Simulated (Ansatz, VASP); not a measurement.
One calculation of MoS2, two programs

```
Mo S
1.0
     3.22747    0.00000    0.00000
    -1.61373    2.79507    0.00000
     0.00000    0.00000    6.31247
Mo S
1 2
Direct
  0.00000 0.00000 0.50000
  0.33333 0.66667 0.25532
  0.66667 0.33333 0.74468
```

Alike in both runs: task single point; functional PBEsol; k mesh 11 × 11 × 5; occupations gaussian, width 0.15 eV; no spin polarisation.

|  | VASP | Ansatz |
| --- | --- | --- |
| version | VASP 6.6.1 | Ansatz 0.2.0 |
| potentials or method | VASP PAW PBE potentials, release 64 (Mo_sv, S), cutoff 520 eV | plane waves, PAW |
| valence electrons in the cell | 26 | 26 |

VASP gave:

```
pressure (GPa)                                                : -3.3
traceless stress, the component that is largest in VASP (GPa) : 2.43
rms of the force components (eV/Å)                            : 0.009
```

Estimate Ansatz's values.

pressure (GPa): -3.3; traceless stress, the component that is largest in VASP (GPa): 2.42; rms of the force components (eV/Å): 0.006.

VASP's potentials were made for PBE, not for PBEsol. Atom by atom the forces differ by 0.003 eV/Å (rms over components). The functional is the same, so the differences come from potentials, cutoffs and numerics.
